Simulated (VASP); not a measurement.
Set up this calculation in VASP 6.6.1, as the native input.

```yaml
Task: single point
Functional: PBE
Potentials_or_basis: VASP PAW PBE potentials, release 64 (In_d, O)
Cutoff: 520 eV
k_mesh: 1 × 1 × 1
Occupations: fermi-dirac, width 0.1861 eV
Spin: no spin polarisation
Dipole_correction: no
Further_INCAR_settings: LREAL = Auto; ALGO = Normal; EDIFF = 1e-06; NBANDS = 104; ISYM = 0
```

The structure of In2O3 lies in POSCAR:

```
In2O3
1.0
    6.5491560000      0.0602710000     -0.0265460000
    0.0602710000      6.5253210000     -0.0478520000
   -0.0265460000     -0.0478520000      6.3657510000
In O
8 12
Direct
    0.0413970230      0.7766499918      0.1485735431
    0.6141567242      0.6582137894      0.1153996207
    0.3041290245      0.9607369689      0.7640700358
    0.2758389470      0.4091351623      0.6683598458
    0.3406371050      0.1740332756      0.1570368355
    0.6973737009      0.1774861612      0.4973791074
    0.8208220471      0.7220325622      0.5598304496
    0.8144097379      0.2072480126      0.9285943721
    0.4491663178      0.3915230179      0.3741342897
    0.3241438534      0.8056702467      1.0559110238
    0.6524633930      1.0138809178      0.1441332724
    0.8187129927      0.8122081145      0.8677655375
    0.4647474794      0.4292313947      0.9063869710
    0.0685954678      0.1472393245      0.4616771268
    0.8736899128      0.5180986586      0.2149799811
    0.5450659621      0.9418503413      0.6095561613
    0.8348973935      0.3652516532      0.6928108260
    0.1825471631     -0.0174553494      0.3599335921
    0.1081088472      0.1781770833      0.9014772942
    0.1517679172      0.6759705651      0.5981385974
```

The input as run:

INCAR

```
PREC = Accurate ; ENCUT = 520
EDIFF = 1E-6 ; ISMEAR = -1
SIGMA = 0.1861 ; LREAL = Auto
LASPH = True ; NELM = 100
ALGO = Normal ; ISIF = 2
LWAVE = False ; LCHARG = False
GGA = PE ; ISYM = 0
NBANDS = 104
```

KPOINTS

```
Automatic mesh
0
Gamma
  1 1 1
```

Potentials or basis: VASP PAW PBE potentials, release 64 (In_d, O).

Launch:

```bash
$ cat potpaw_PBE.64/In_d/POTCAR potpaw_PBE.64/O/POTCAR > POTCAR
$ mpirun -np 1 vasp_gam > vasp.out
```

Results of the run:

```
Pressure      : 13.9 GPa
Largest force : 7.176 eV/Å
```

Caveat: the k points lie up to 0.99 Å⁻¹ apart; the atoms stand as in a frame of molecular dynamics.

Wall time 25 s on 1 thread of Intel(R) Xeon(R) 6975P-C (Granite Rapids) (shared host), peak memory 0.31 GiB.
